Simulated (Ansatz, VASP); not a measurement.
## Two plane-wave programs on TaSi2

```
Ta Si
1.0
     4.76086    0.00000    0.00000
    -2.38043    4.12303    0.00000
     0.00000    0.00000    6.55578
Ta Si
3 6
Direct
  0.50455 0.00910 0.50000
  0.50455 0.49545 0.83333
  0.99090 0.49545 0.16667
  0.16271 0.32542 0.50000
  0.84418 0.15582 0.83333
  0.67458 0.83729 0.16667
  0.84418 0.68835 0.50000
  0.16271 0.83729 0.83333
  0.31165 0.15582 0.16667
```

Change from the starting cell: mode 4 (107.0 1/cm) frozen in, largest displacement +0.037 Å.

Alike in both runs: task single point; functional PBEsol; k mesh 12 × 12 × 6; occupations gaussian, width 0.15 eV; no spin polarisation.

|  | VASP | Ansatz |
| --- | --- | --- |
| version | VASP 6.6.1 | Ansatz 0.2.0 |
| potentials or method | VASP PAW PBE potentials, release 64 (Ta_pv, Si), cutoff 520 eV | scalar-relativistic, plane waves, PAW |
| valence electrons in the cell | 57 | 63 |

VASP gave:

| Property | Result |
| --- | --- |
| gap on the k mesh at the Fermi level (eV) | none |
| pressure (GPa) | 0.4 |
| traceless stress, the component that is largest in VASP (GPa) | 0.11 |
| rms of the force components (eV/Å) | 0.097 |

**Question.** Which values does Ansatz return?

**Answer.** gap on the k mesh at the Fermi level (eV): none; pressure (GPa): 0.0; traceless stress, the component that is largest in VASP (GPa): 0.05; rms of the force components (eV/Å): 0.097.

VASP's potentials were made for PBE, not for PBEsol. Atom by atom the forces differ by 0.001 eV/Å (rms over components). A gap of «none» marks a metal or a gap that the smearing closes. VASP's potentials hold 57 valence electrons a cell and Ansatz's 63, so a difference there can come from the potentials and not from the codes.

Neither program's run includes spin-orbit coupling.
